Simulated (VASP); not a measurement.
Crystal: Zr3Si.

```
Zr Si
1.0
     2.53041    1.46093    2.96390
    -2.53041    1.46093    2.96390
     0.00000   -2.92187    2.96390
Zr Si
3 1
Direct
  0.50000 0.50000 0.00000
  0.00000 0.50000 0.50000
  0.50000 0.00000 0.50000
  0.00000 0.00000 0.00000
```

```yaml
Program: VASP 6.6.1
Task: relaxation of cell and atoms
Functional: PBE
Potentials_or_basis: VASP PAW PBE potentials, release 64 (Zr_sv, Si)
Cutoff: 600 eV
k_mesh: 6 × 6 × 6
Occupations: gaussian, width 0.1 eV
Spin: no spin polarisation
```

At the start: pressure 49.7 GPa; volume 16.44 Å³/atom.

Where does the relaxation end?

Over 12 steps the energy falls by 1375.7 meV/atom and the volume is 19.97 Å³/atom (+21.5 %); space group Pm-3m (No. 221, to 0.05 Å).

Step by step:
| step | energy change (eV) | largest force (eV/Å) | pressure (GPa) | volume (Å³) |
| --- | --- | --- | --- | --- |
| 1 | 0.0000 | 0.0000 | 49.70 | 65.74 |
| 2 | -1.6061 | 0.0000 | -20.53 | 122.39 |
| 3 | -4.4984 | 0.0000 | -8.29 | 90.95 |
| 4 | -4.5118 | 0.0000 | -7.05 | 89.73 |
| 5 | -4.5134 | 0.0000 | -6.35 | 89.07 |
| 6 | -5.3853 | 0.0000 | -1.80 | 81.62 |
| 7 | -5.4894 | 0.0000 | 1.22 | 79.07 |
| 8 | -5.4918 | 0.0000 | 2.02 | 78.51 |
| 9 | -5.4918 | 0.0000 | 1.70 | 78.73 |
| 10 | -5.4992 | 0.0000 | -1.14 | 80.71 |
| 11 | -5.5027 | 0.0000 | -0.14 | 79.98 |
| 12 | -5.5028 | 0.0000 | 0.02 | 79.86 |

Final structure:
```xyz
4
Lattice="3.0451 1.7581 2.4863 -3.0451 1.7581 2.4863 0.0000 -3.5162 2.4863" Properties=species:S:1:pos:R:3 pbc="T T T"
Zr    0.0000    1.7581    2.4863
Zr   -1.5226   -0.8791    2.4863
Zr   -1.5226    0.8791    4.9725
Si    0.0000    0.0000    0.0000
```

Caveat: the volume moved by over 15 % at a fixed basis, so the end points are rough.
